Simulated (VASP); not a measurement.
# MgO (P1) in VASP: notebook

MgO is run at these levels: r2SCAN+D3(BJ); tasks: single point.

All numbers are computed with VASP 6.6.1; they aren't measurements. Logs are shortened: lines on timing, memory, paths and dates and some standing lists are left out, and cuts for length are marked.

### Step 1. The cell of the first run

The typed cell holds 8 atoms: a = 5.710 Å, b = 2.855 Å, c = 5.208 Å, α = 90.00°, β = 90.00°, γ = 120.00°.

### Step 2. Single point, r2SCAN+D3(BJ)

Input file POSCAR:

```
MgO
1.0
    5.7099270000      0.0000000000      0.0000000000
   -1.4274820000      2.4724710000      0.0000000000
    0.0000000000      0.0000000000      5.2078520000
Mg O
4 4
Direct
    0.0063254805      0.0173599609     -0.0010086692
   -0.0094950798     -0.0160746071      0.4985867494
    0.5090779047      0.0301269459     -0.0066743448
    0.4904793646     -0.0118492795      0.4971725387
    0.1468141708      0.6526430441      0.2528241970
    0.1827614018      0.6959199926      0.7582527307
    0.6516160761      0.6587138939      0.2534232924
    0.6735540872      0.6572024505      0.7502765056
```

Input file INCAR.step1:

```
ALGO = Normal ; EDIFF = 1E-5
ENCUT = 680 ; GGA = PE
GGA_COMPAT = F ; ISMEAR = 0
LASPH = T ; LCHARG = F
LREAL = F ; LWAVE = T
NBANDS = 42 ; NELM = 120
PREC = Accurate ; SIGMA = 0.05
```

Input file INCAR.step2:

```
ALGO = Normal ; EDIFF = 1E-6
ENCUT = 680 ; GGA_COMPAT = F
ISIF = 2 ; ISMEAR = 0
ISTART = 1 ; IVDW = 12
LASPH = T ; LCHARG = F
LMIXTAU = T ; LREAL = F
LWAVE = F ; METAGGA = R2SCAN
NBANDS = 42 ; NELM = 120
PREC = Accurate ; SIGMA = 0.05
VDW_A1 = 0.49484001 ; VDW_A2 = 5.73083694
VDW_S6 = 1.0 ; VDW_S8 = 0.78981345
```

Input file KPOINTS:

```
k-points
0
Gamma
  3 3 2
```

Potentials or basis: VASP PAW PBE potentials, release 64 (Mg_sv, O).

Launch:

```
$ cat potpaw_PBE.64/Mg_sv/POTCAR potpaw_PBE.64/O/POTCAR > POTCAR
$ cp INCAR.step1 INCAR
$ mpirun -np 1 vasp_std > vasp.out
$ cp INCAR.step2 INCAR
$ mpirun -np 1 vasp_std > vasp.out
```

OUTCAR:

```text
EDIFF = 1E-6
   ENCUT = 680
   ISIF = 2
   ISMEAR = 0
   ISTART = 1
   IVDW = 12
   LASPH = T
   LREAL = F
   METAGGA = R2SCAN
   NELM = 120
   PREC = Accurate
 IVDW          = 12

 ion  position               nearest neighbor table
   1  0.006  0.017  0.999-   5 2.06   5 2.08   6 2.09   6 2.09   8 2.10
   2  0.991  0.984  0.499-   5 2.04   8 2.04   5 2.09   7 2.11
   3  0.509  0.030  0.993-   8 2.00   6 2.03   7 2.06   7 2.12
   4  0.490  0.988  0.497-   6 2.04   7 2.05   7 2.09   8 2.12   5 2.12
   5  0.147  0.653  0.253-   2 2.04   1 2.06   1 2.08   2 2.09   4 2.12
   6  0.183  0.696  0.758-   3 2.03   4 2.04   1 2.09   1 2.09
   7  0.652  0.659  0.253-   4 2.05   3 2.06   4 2.09   2 2.11   3 2.12
   8  0.674  0.657  0.750-   3 2.00   2 2.04   1 2.10   4 2.12

  Warning from LATTYP: Monoclinic adjustment (A1->A3, A2->A1, A3->A2)!
  LATTYP: Found a simple orthorhombic cell.
 ALAT       =     2.8549636961
 B/A-ratio  =     1.7320506271
 C/A-ratio  =     1.8241394828

  Lattice vectors:

 A1 = (   1.4274820000,  -2.4724710000,   0.0000000000)
 A2 = (   4.2824450000,   2.4724710000,   0.0000000000)
 A3 = (   0.0000000000,   0.0000000000,   5.2078520000)

Analysis of symmetry for initial positions (statically):
=====================================================================
 Subroutine PRICEL returns:
 Original cell was already a primitive cell.

 Routine SETGRP: Setting up the symmetry group for a
 simple orthorhombic supercell.

 Subroutine GETGRP returns: Found  1 space group operations
 (whereof  1 operations were pure point group operations)
 out of a pool of  8 trial point group operations.

The static configuration has the point symmetry C_1 .

Analysis of symmetry for dynamics (positions and initial velocities):
=====================================================================
 Subroutine PRICEL returns:
 Original cell was already a primitive cell.

 Routine SETGRP: Setting up the symmetry group for a
 simple orthorhombic supercell.

 Subroutine GETGRP returns: Found  1 space group operations
 (whereof  1 operations were pure point group operations)
 out of a pool of  8 trial point group operations.

The dynamic configuration has the point symmetry C_1 .

 Subroutine INISYM returns: Found  1 space group operations
 (whereof  1 operations are pure point group operations),
 and found     1 'primitive' translations

----------------------------------------------------------------------------------------

                                     Primitive cell

  volume of cell :      73.5225

  direct lattice vectors                    reciprocal lattice vectors
     5.709927000  0.000000000  0.000000000     0.175133588  0.101113438  0.000000000
    -1.427482000  2.472471000  0.000000000     0.000000000  0.404453682  0.000000000
     0.000000000  0.000000000  5.207852000     0.000000000  0.000000000  0.192017746

  length of vectors
     5.709927000  2.854963696  5.207852000     0.202226855  0.404453682  0.192017746

  position of ions in fractional coordinates (direct lattice)
     0.006325481  0.017359961  0.998991331
     0.990504920  0.983925393  0.498586749
     0.509077905  0.030126946  0.993325655
     0.490479365  0.988150721  0.497172539
     0.146814171  0.652643044  0.252824197
     0.182761402  0.695919993  0.758252731
     0.651616076  0.658713894  0.253423292
     0.673554087  0.657202451  0.750276506

  ion indices of the primitive-cell ions
   primitive index   ion index
                 1           1
                 2           2
                 3           3
                 4           4
                 5           5
                 6           6
                 7           7
                 8           8

----------------------------------------------------------------------------------------

 KPOINTS: k-points

Automatic generation of k-mesh.
 Grid dimensions read from file:
 generate k-points for:    3    3    2

 Generating k-lattice:

  Cartesian coordinates                     Fractional coordinates (reciprocal lattice)
     0.058377863  0.033704479  0.000000000     0.333333333 -0.000000000  0.000000000
     0.000000000  0.134817894  0.000000000     0.000000000  0.333333333  0.000000000
     0.000000000  0.000000000  0.096008873     0.000000000  0.000000000  0.500000000

  Length of vectors
     0.067408952  0.134817894  0.096008873

  Shift w.r.t. Gamma in fractional coordinates (k-lattice)
     0.000000000  0.000000000  0.000000000

 Subroutine IBZKPT returns following result:
 ===========================================

 Found     10 irreducible k-points:

 Following reciprocal coordinates:
            Coordinates               Weight
  0.000000  0.000000  0.000000      1.000000
  0.333333 -0.000000  0.000000      2.000000
  0.000000  0.333333  0.000000      2.000000
  0.333333  0.333333  0.000000      2.000000
 -0.333333  0.333333  0.000000      2.000000
  0.000000  0.000000  0.500000      1.000000
  0.333333 -0.000000  0.500000      2.000000
  0.000000  0.333333  0.500000      2.000000
  0.333333  0.333333  0.500000      2.000000
 -0.333333  0.333333  0.500000      2.000000
   k-points           NKPTS =     10   k-points in BZ     NKDIM =     10   number of bands    NBANDS=     42
   number of dos      NEDOS =    301   number of ions     NIONS =      8
   total plane-waves  NPLWV =  57600
   dimension x,y,z NGX =    50 NGY =   24 NGZ =   48
   dimension x,y,z NGXF=   100 NGYF=   48 NGZF=   96
   ions per type =               4   4
   NGX,Y,Z   is equivalent  to a cutoff of  14.56, 13.98, 15.32 a.u.
   NGXF,Y,Z  is equivalent  to a cutoff of  29.12, 27.95, 30.65 a.u.
 SYSTEM =  unknown system
   PREC   = accura    normal or accurate (medium, high low for compatibility)
   ISTART =      1    job   : 0-new  1-cont  2-samecut
   ICHARG =      0    charge: 1-file 2-atom 10-const
   ISPIN  =      1    spin polarized calculation?
   LNONCOLLINEAR =      F non collinear calculations
   LSORBIT =      F    spin-orbit coupling
   LASPH  =      T    aspherical Exc in radial PAW
   ENCUT  =  680.0 eV  49.98 Ry    7.07 a.u.  12.14  6.07 11.07*2*pi/ulx,y,z
   NELM   =    120;   NELMIN=  2; NELMDL=  0     # of ELM steps
   EDIFF  = 0.1E-05   stopping-criterion for ELM
   LREAL  =      F    real-space projection
   EDIFFG = 0.1E-04   stopping-criterion for IOM
   NSW    =      0    number of steps for IOM
   IBRION =     -1    ionic relax: 0-MD 1-quasi-New 2-CG
   NFREE  =      0    steps in history (QN), initial steepest desc. (CG)
   ISIF   =      2    stress and relaxation
   ISYM   =      2    0-nonsym 1-usesym 2-fastsym
   POTIM  = 0.5000    time-step for ionic-motion
   TEBEG  =    0.0;   TEEND  =   0.0 temperature during run
   PSTRESS=    0.0 pullay stress
   NELECT =      64.0000    total number of electrons
   NUPDOWN=      -1.0000    fix difference up-down
   EMIN   =  10.00;   EMAX   =-10.00  energy-range for DOS
   EFERMI =   0.00;   METHOD = LEGACY
   ISMEAR =     0;   SIGMA  =   0.05  broadening in eV -4-tet -1-fermi 0-gaus
   EFERMI_NEDOS =   21; number of points for ismear=-14 and -15
   IALGO  =     38    algorithm
   IMIX   =      4    mixing-type and parameters
     AMIX     =   0.40;   BMIX     =  1.00
     AMIX_MAG =   1.60;   BMIX_MAG =  1.00
  volume/ion in A,a.u.               =       9.19        62.02
  Fermi-wavevector in a.u.,A,eV,Ry     =   1.563129  2.953885 33.244078  2.443371
  Thomas-Fermi vector in A             =   2.665945
   LORBIT       =      0    0 simple, 1 ext, 2 COOP (PROOUT), +10 PAW based schemes
   METAGGA = R2SCAN    functional components
   LHFCALC =     F    Hartree Fock is set to
   AEXX    =    0.0000 exact exchange contribution
   IVDW    =    12    specifies the selected vdW correction
   LEPSILON=     F    determine dielectric tensor
   LRPA    =     F    only Hartree local field effects (RPA)
 non-spin polarized calculation
 Gauss-broadening in eV      SIGMA  =   0.05
  energy-cutoff  :      680.00
  volume of cell :       73.52
 maximum number of plane-waves:      2984
 NGX is ok and might be reduce to    50
   NGX = 25   NGY = 13   NGZ = 23

 number of electron      63.9999985 magnetization

 Free energy of the ion-electron system (eV)
  ---------------------------------------------------
  ext. energy  EPLUGINS =         0.00000000
  ---------------------------------------------------
  free energy    TOTEN  =       -61.40908539 eV

  energy without entropy =      -61.40908539  energy(sigma->0) =      -61.40908539

 E-fermi :   3.6838     XC(G=0): -12.0928

 val. band max:        3.3030093500   @ k =  -0.3333   0.3333   0.0000
 cond. band min:       7.8343117559   @ k =   0.0000   0.0000   0.0000
 fundamental gap:      4.5313024059
 Fermi energy:         3.6838016072

 k-point     1 :       0.0000    0.0000    0.0000
  band No.  band energies     occupation
      1     -72.5473      2.00000
      2     -72.4980      2.00000
      3     -72.4826      2.00000
      4     -72.4532      2.00000
      5     -37.7230      2.00000
      6     -37.7131      2.00000
[... 34 lines left out ...]
     41      18.0419      0.00000
     42      19.8171      0.00000

 k-point     2 :       0.3333   -0.0000    0.0000
  band No.  band energies     occupation
      1     -72.5470      2.00000
      2     -72.4976      2.00000
      3     -72.4829      2.00000
      4     -72.4535      2.00000
      5     -37.7147      2.00000
      6     -37.7009      2.00000
[... 34 lines left out ...]
     41      18.6607      0.00000
     42      18.9890      0.00000

 k-point     3 :       0.0000    0.3333    0.0000
  band No.  band energies     occupation
      1     -72.5435      2.00000
      2     -72.4940      2.00000
      3     -72.4794      2.00000
      4     -72.4502      2.00000
      5     -37.7225      2.00000
      6     -37.7068      2.00000
[... 34 lines left out ...]
     41      17.7474      0.00000
     42      18.3392      0.00000

 k-point     4 :       0.3333    0.3333    0.0000
  band No.  band energies     occupation
      1     -72.5435      2.00000
      2     -72.4940      2.00000
      3     -72.4794      2.00000
      4     -72.4502      2.00000
      5     -37.7253      2.00000
      6     -37.7039      2.00000
[... 34 lines left out ...]
     41      17.7136      0.00000
     42      18.4283      0.00000

 k-point     5 :      -0.3333    0.3333    0.0000
  band No.  band energies     occupation
      1     -72.5436      2.00000
      2     -72.4941      2.00000
      3     -72.4794      2.00000
      4     -72.4501      2.00000
      5     -37.7189      2.00000
      6     -37.7039      2.00000
[... 34 lines left out ...]
     41      17.0326      0.00000
     42      18.7830      0.00000

 k-point     6 :       0.0000    0.0000    0.5000
  band No.  band energies     occupation
      1     -72.5462      2.00000
      2     -72.4990      2.00000
      3     -72.4808      2.00000
      4     -72.4551      2.00000
      5     -37.7164      2.00000
      6     -37.6882      2.00000
[... 34 lines left out ...]
     41      19.6510      0.00000
     42      20.4269      0.00000

 k-point     7 :       0.3333   -0.0000    0.5000
  band No.  band energies     occupation
      1     -72.5460      2.00000
      2     -72.4987      2.00000
      3     -72.4810      2.00000
      4     -72.4554      2.00000
      5     -37.7009      2.00000
      6     -37.6699      2.00000
[... 34 lines left out ...]
     41      19.4613      0.00000
     42      19.8075      0.00000

 k-point     8 :       0.0000    0.3333    0.5000
  band No.  band energies     occupation
      1     -72.5425      2.00000
      2     -72.4951      2.00000
      3     -72.4776      2.00000
      4     -72.4520      2.00000
      5     -37.7198      2.00000
      6     -37.6987      2.00000
[... 34 lines left out ...]
     41      19.4681      0.00000
     42      19.6882      0.00000

 k-point     9 :       0.3333    0.3333    0.5000
  band No.  band energies     occupation
      1     -72.5425      2.00000
      2     -72.4951      2.00000
      3     -72.4776      2.00000
      4     -72.4520      2.00000
      5     -37.7226      2.00000
      6     -37.6952      2.00000
[... 34 lines left out ...]
     41      19.5109      0.00000
     42      19.6659      0.00000

 k-point    10 :      -0.3333    0.3333    0.5000
  band No.  band energies     occupation
      1     -72.5425      2.00000
      2     -72.4952      2.00000
      3     -72.4776      2.00000
      4     -72.4519      2.00000
      5     -37.7161      2.00000
      6     -37.6929      2.00000
[... 34 lines left out ...]
     41      18.8778      0.00000
     42      19.3133      0.00000

------------------------ aborting loop because EDIFF is reached ----------------------------------------

 Edisp (eV)   -1.12949

 E8    (eV) :    -0.3424

  FORCE on cell =-STRESS in cart. coord.  units (eV):
  Direction    XX          YY          ZZ          XY          YZ          ZX
  --------------------------------------------------------------------------------------
  -------------------------------------------------------------------------------------
  Total       2.56413     2.96960     3.74746    -0.05068    -0.11004    -0.34565
  in kB      55.87656    64.71255    81.66345    -1.10439    -2.39799    -7.53221
  external pressure =       67.42 kB  Pullay stress =        0.00 kB

 VOLUME and BASIS-vectors are now :
 -----------------------------------------------------------------------------
  energy-cutoff  :      680.00
  volume of cell :       73.52
      direct lattice vectors                 reciprocal lattice vectors
     5.709927000  0.000000000  0.000000000     0.175133588  0.101113438  0.000000000
    -1.427482000  2.472471000  0.000000000     0.000000000  0.404453682  0.000000000
     0.000000000  0.000000000  5.207852000     0.000000000  0.000000000  0.192017746

 POSITION                                       TOTAL-FORCE (eV/Angst)
 -----------------------------------------------------------------------------------
      0.01134      0.04292      5.20260         0.019371     -0.024784      0.124711
      4.25117      2.43273      2.59657         0.064586      0.161331      0.078227
      2.86379      0.07449      5.17309         0.041356     -0.445628      0.503350
      1.39003      2.44317      2.58920         0.075262      0.047169     -0.090625
     -0.09334      1.61364      1.31667         0.197585      0.034445      0.196999
      0.05014      1.72064      3.94887        -0.374301     -0.403973     -0.449112
      2.78038      1.62865      1.31979        -0.098965      0.076527     -0.306844
      2.90780      1.62491      3.90733         0.075106      0.554914     -0.056707
 -----------------------------------------------------------------------------------
    total drift:                                0.084390     -0.067504      0.021803

  FREE ENERGIE OF THE ION-ELECTRON SYSTEM (eV)
  ---------------------------------------------------
  free  energy   TOTEN  =       -62.5385798272 eV

  energy  without entropy=      -62.5385798272  energy(sigma->0) =      -62.53857983
```

Run time: 1.8 min. Hardware: 1 thread of AMD EPYC 9R45 (Zen 5), shared host; peak memory 0.22 GiB.

What came out:

```
Free energy                : -62.5386 eV
Pressure                   : 6.7 GPa
Largest force              : 0.711 eV/Å
Band gap on the k mesh     : 4.53 eV
Dispersion energy per atom : -0.141 eV
```

Forces on the atoms (eV/Å):
```
Mg   0.019 -0.025  0.125
Mg   0.065  0.161  0.078
Mg   0.041 -0.446  0.503
Mg   0.075  0.047 -0.091
O    0.198  0.034  0.197
O   -0.374 -0.404 -0.449
O   -0.099  0.077 -0.307
O    0.075  0.555 -0.057
```

Levels at points of the mesh, in eV from the valence-band top:
| k point | band 30 | band 31 | band 32 | band 33 | band 34 | band 35 |
| --- | --- | --- | --- | --- | --- | --- |
| (0.00, 0.00, 0.00) | -0.10 | -0.06 | -0.04 | 4.53 | 7.02 | 7.96 |
| (0.00, 0.00, 0.50) | -0.39 | -0.36 | -0.23 | 6.83 | 6.87 | 7.86 |

Caveat: the k points lie up to 0.73 Å⁻¹ apart; three body term missing; the PAW data sets were made with another functional, which shifts forces and pressure a little. A k mesh can miss the band edges.

### Step 3. Single point, r2SCAN+D3(BJ)

This run uses another cell than the first one, of 9.87 Å³/atom.

Input file POSCAR:

```
MgO
1.0
    5.8465710000      0.0000000000      0.0000000000
   -1.4616430000      2.5316400000      0.0000000000
    0.0000000000      0.0000000000      5.3324810000
Mg O
4 4
Direct
    0.0019587271      0.0099852270      0.0016943333
   -0.0038541604     -0.0135919799      0.5020623608
    0.5005193285      0.0056749775     -0.0011384944
    0.4979786983     -0.0007745967      0.4959862023
    0.1571377857      0.6614530502      0.2535905894
    0.1667019506      0.6794058397      0.7459484619
    0.6611064942      0.6633289093      0.2490983090
    0.6783303982      0.6725478346      0.7525851475
```

Input file INCAR.step1:

```
SYSTEM = MgO
PREC = Accurate ; ENCUT = 680
ISMEAR = 0 ; SIGMA = 0.05
LREAL = .FALSE. ; LASPH = .TRUE.
NELM = 120 ; NBANDS = 42
GGA = PE ; ALGO = Normal
EDIFF = 1E-5 ; LWAVE = .TRUE.
LCHARG = .FALSE. ; GGA_COMPAT = .FALSE.
```

Input file INCAR.step2:

```
SYSTEM = MgO
PREC = Accurate ; ENCUT = 680
EDIFF = 1E-6 ; ISMEAR = 0
SIGMA = 0.05 ; LREAL = .FALSE.
LASPH = .TRUE. ; NELM = 120
ALGO = Normal ; ISIF = 2
LWAVE = .FALSE. ; LCHARG = .FALSE.
METAGGA = R2SCAN ; LMIXTAU = .TRUE.
IVDW = 12 ; VDW_S6 = 1.0
VDW_S8 = 0.78981345 ; VDW_A1 = 0.49484001
VDW_A2 = 5.73083694 ; NBANDS = 42
ISTART = 1 ; GGA_COMPAT = .FALSE.
```

Input file KPOINTS:

```
Automatic mesh
0
G
  3 3 2
  0 0 0
```

Potentials or basis: VASP PAW PBE potentials, release 64 (Mg_sv, O).

Launch:

```
$ cat potpaw_PBE.64/Mg_sv/POTCAR potpaw_PBE.64/O/POTCAR > POTCAR
$ cp INCAR.step1 INCAR
$ mpirun -np 1 vasp_std > vasp.out
$ cp INCAR.step2 INCAR
$ mpirun -np 1 vasp_std > vasp.out
```

Run time: 3.5 min. Hardware: 1 thread of Intel Xeon Platinum 8259CL at 2.50GHz (Skylake/Cascade Lake), shared host; peak memory 0.27 GiB.

The run converged. Its results:

```
Free energy                : -62.6155 eV
Pressure                   : -5.4 GPa
Largest force              : 0.636 eV/Å
Band gap on the k mesh     : 3.91 eV
Dispersion energy per atom : -0.131 eV
```

Forces in eV/Å, atoms in the order of the input:
```
Mg  -0.099 -0.082 -0.064
Mg  -0.039  0.223 -0.049
Mg   0.090  0.017 -0.106
Mg   0.051 -0.042  0.213
O    0.229  0.029 -0.378
O    0.475  0.061  0.418
O   -0.204 -0.057  0.113
O   -0.503 -0.149 -0.147
```

Stress tensor (GPa, compression positive):
```
-5.39 -0.44 -0.09
-0.44 -5.11  0.02
-0.09  0.02 -5.62
```

Levels at points of the mesh, in eV from the valence-band top:
```csv
k point,band 28,band 29,band 30,band 31,band 32,band 33,band 34,band 35,band 36,band 37
"(0.00, 0.00, 0.00)",-0.63,-0.41,-0.10,-0.09,-0.05,3.91,6.70,7.51,9.32,10.07
"(0.00, 0.00, 0.50)",-1.06,-0.44,-0.38,-0.36,-0.30,6.18,6.23,7.71,7.98,11.12
```

Caveat: the k points lie up to 0.72 Å⁻¹ apart; three body term missing; the PAW data sets were made with another functional, which shifts forces and pressure a little. A k mesh can miss the band edges.
